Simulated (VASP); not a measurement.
Set up this calculation in VASP 6.6.1, as the native input.

| Quantity | Value |
| --- | --- |
| Task | single point |
| Functional | PBE |
| Potentials or basis | VASP PAW PBE potentials, release 64 (Ta_pv, H) |
| Cutoff | 520 eV |
| k mesh | 10 × 10 × 1 |
| Occupations | gaussian, width 0.1 eV |
| Spin | no spin polarisation |
| Dipole correction | yes |
| Further INCAR settings | ALGO = Normal; EDIFF = 1e-06; NBANDS = 25 |

The structure of Ta3H lies in POSCAR:

```
Ta3H
1.0
    2.8743098524      0.0000000000      0.0000000000
   -0.9581032841      2.7099253172      0.0000000000
    0.0000000000      0.0000000000     20.0266897040
Ta H
3 1
Direct
    0.5000000000      0.5000000000      0.1997334587
    0.0000000000      0.0000000000      0.3127671377
    0.5000000000      0.5000000000      0.4257663064
    0.8333333333      1.0000000000      0.4849926180
```

The input as run:

INCAR

```
SYSTEM = Ta3H
PREC     = Accurate       ! precision mode
ENCUT    = 520            ! plane-wave cutoff, eV
EDIFF    = 1E-6           ! SCF threshold, eV
ISMEAR   = 0              ! smearing method
SIGMA    = 0.1            ! smearing width, eV
LREAL    = .False.        ! projectors in reciprocal space
LASPH    = .True.         ! aspherical terms in the spheres
NELM     = 60             ! most SCF steps
ALGO     = Normal         ! electronic algorithm
ISIF     = 2              ! what is computed and relaxed
LWAVE    = .False.        ! write WAVECAR
LCHARG   = .True.         ! write CHGCAR
LDIPOL   = .True.       
IDIPOL   = 3            
DIPOL    = 0.5 0.5 0.356
GGA      = PE             ! functional
LELF     = .True.         ! ELF
LVHAR    = .True.       
LVACPOTAV= .True.       
NBANDS   = 25             ! bands
```

KPOINTS

```
Automatic mesh
0
Gamma
  10 10 1
  0 0 0
```

Potentials or basis: VASP PAW PBE potentials, release 64 (Ta_pv, H).

Launch:

```sh
$ cat potpaw_PBE.64/Ta_pv/POTCAR potpaw_PBE.64/H/POTCAR > POTCAR
$ mpirun -np 1 vasp_std > vasp.out
```

Results of the run:

| Property | Result |
| --- | --- |
| Largest force | 1.281 eV/Å |
| Band gap on the k mesh | zero (band 17 reaches 0.26 eV, above the bottom of band 18 at -1.10 eV) |

Caveat: spin-orbit coupling is left out, which moves the levels of the heavy elements.

It took 3.4 min on 1 thread of AMD EPYC 9R45 96-Core Processor (Zen 5) (shared host), peak memory 0.33 GiB.
